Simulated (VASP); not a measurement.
Write the native input for VASP 6.6.1 that does the following.

```
Task                   : single point
Functional             : PBE
Potentials or basis    : VASP PAW PBE potentials, release 64 (Li_sv, Ga_d)
Cutoff                 : 520 eV
k mesh                 : 8 × 8 × 10
Occupations            : gaussian, width 0.1 eV
Spin                   : no spin polarisation
Dipole correction      : no
Further INCAR settings : ALGO = Fast; EDIFF = 1e-06; NBANDS = 38
```

The structure of LiGa2 lies in POSCAR:

```
LiGa2
1.0
    5.2086926398      0.0000000000      0.0000000000
    0.0000000000      5.2086926398      0.0000000000
    0.0000000000      0.0000000000      4.6784574810
Li Ga
2 4
Direct
    0.0000000000      0.0000000000      0.0000000000
    0.5000000000      0.5000000000      0.5000000000
    0.3267472186      0.3267472186      0.0000000000
    0.1732527814      0.8267472186      0.5000000000
    0.6732527814      0.6732527814      0.0000000000
    0.8267472186      0.1732527814      0.5000000000
```

One way to write it, as run:

INCAR

```
SYSTEM = LiGa2
PREC = Accurate ; ENCUT = 520
EDIFF = 1E-6 ; ISMEAR = 0
SIGMA = 0.1 ; LREAL = .False.
LASPH = .True. ; NELM = 80
ALGO = Fast ; ISIF = 2
LWAVE = .False. ; LCHARG = .False.
GGA = PE ; NBANDS = 38
```

KPOINTS

```
Automatic mesh
0
Gamma
  8 8 10
  0 0 0
```

Potentials or basis: VASP PAW PBE potentials, release 64 (Li_sv, Ga_d).

Run with:

```bash
$ cat potpaw_PBE.64/Li_sv/POTCAR potpaw_PBE.64/Ga_d/POTCAR > POTCAR
$ mpirun -np 1 vasp_std > vasp.out
```

Results of the run:

```
Largest force          : 0.005 eV/Å
Band gap on the k mesh : zero (bands 29 and 30 overlap by 3.16 eV)
```

Wall time 9.1 min on 1 thread of AMD EPYC 9R45 96-Core Processor (Zen 5), on a shared host, peak memory 0.42 GiB.
